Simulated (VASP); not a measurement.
A run of VASP 6.6.1 is set up as follows.

Contents of INCAR:

```
ALGO = Normal
EDIFF = 1E-6
ENCUT = 520
GGA = PS
ISIF = 2
ISMEAR = 1
LASPH = True
LCHARG = False
LREAL = False
LWAVE = False
NBANDS = 18
NELM = 100
PREC = Accurate
SIGMA = 0.1
```

File KPOINTS:

```
k-points
0
Gamma
  6 6 6
```

Contents of POSCAR:

```
Ta2H
1.0
    3.3724360000      0.0000000000      0.0000000000
    0.0000000000      3.3724360000      0.0000000000
    0.0000000000      0.0000000000      3.4101120000
Ta H
2 1
Direct
    0.5000000000      0.0000000000      0.7413230000
    0.0000000000      0.5000000000      0.2586770000
    0.0000000000      0.0000000000      0.0000000000
```

Potentials or basis: VASP PAW PBE potentials, release 64 (Ta_pv, H).

The run is started by

```sh
$ cat potpaw_PBE.64/Ta_pv/POTCAR potpaw_PBE.64/H/POTCAR > POTCAR
$ mpirun -np 1 vasp_std > vasp.out
```

What does it give for the largest force?

0.074 eV/Å.

Estimate the pressure.

-3.9 GPa.

Stress tensor (GPa, compression positive):
```
-3.73  0.00  0.00
 0.00 -3.73  0.00
 0.00  0.00 -4.37
```

Caveat: the PAW data sets were made with another functional, which shifts forces and pressure a little.
